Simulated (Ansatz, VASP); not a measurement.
**One calculation of MgS, two programs**

File INCAR:

```
SYSTEM = MgS
ALGO     = Normal         ! electronic algorithm
EDIFF    = 1E-6           ! SCF threshold, eV
ENCUT    = 600            ! plane-wave cutoff, eV
GGA      = PS             ! functional
GGA_COMPAT= .FALSE.      
ISIF     = 2              ! what is computed and relaxed
ISMEAR   = 0              ! smearing method
LASPH    = .TRUE.         ! aspherical terms in the spheres
LCHARG   = .FALSE.        ! write CHGCAR
LREAL    = .FALSE.        ! projectors in reciprocal space
LWAVE    = .FALSE.        ! write WAVECAR
NBANDS   = 16             ! bands
NELM     = 120            ! most SCF steps
PREC     = Accurate       ! precision mode
SIGMA    = 0.1            ! smearing width, eV
```

File KPOINTS:

```
k-points
0
G
  4 4 4
  0 0 0
```

POSCAR

```
MgS
1.0
    3.9962471494      0.0000000000      0.0000000000
    0.0000000000      5.6515469732      0.0000000000
    0.0000000000      0.0000000000      3.9962472074
Mg S
2 2
Direct
    0.0000000000      0.0000000000      0.0000000000
    0.5000000000      0.5000000000      0.4999970000
    0.5000000000      0.2500000000      0.0000000000
    0.0000000000      0.7500000000      0.4999970000
```

Input for Ansatz:

```yaml
crystal:
  lattice:
    - [3.9962471485, 0.0, 0.0]
    - [0.0, 5.6515469718, 0.0]
    - [0.0, 0.0, 3.9962472064]
  atoms:
    - { symbol: Mg, position: [0.0, 0.0, 0.0] }
    - { symbol: S, position: [0.5, 0.25, 0.0] }
    - { symbol: Mg, position: [0.5, 0.5, 0.499997] }
    - { symbol: S, position: [0.0, 0.75, 0.499997] }
basis:
  ecutwfc: 420
kpoints:
  mp_grid: { grid: [4, 4, 4] }
hamiltonian:
  xc: pbesol
  pseudopotentials: { kind: paw, azcp: { folder: soft_1 } }
scf:
  occupations: { method: gaussian, width: 0.1 }
output:
  forces: true
  stress: true
  eigenvalues: true
```

Alike in both runs: task single point; functional PBEsol; k mesh 4 × 4 × 4; occupations gaussian, width 0.1 eV; no spin polarisation.

|  | VASP | Ansatz |
| --- | --- | --- |
| version | VASP 6.6.1 | Ansatz 0.2.0 |
| potentials or method | VASP PAW PBE potentials, release 64 (Mg, S), cutoff 600 eV | scalar-relativistic, plane waves, PAW |
| valence electrons in the cell | 16 | 32 |

```csv
,VASP,Ansatz,Ansatz less VASP
gap on the k mesh at the Fermi level (eV),3.32,3.32,-0.002
least direct gap on the mesh (eV),3.32,3.32,-0.002
```

VASP's potentials were made for PBE, not for PBEsol, and Ansatz warns of the same on its side. VASP's potentials hold 16 valence electrons a cell and Ansatz's 32, so a difference there can come from the potentials and not from the codes. Ansatz's warnings: structure snapped to symmetry.
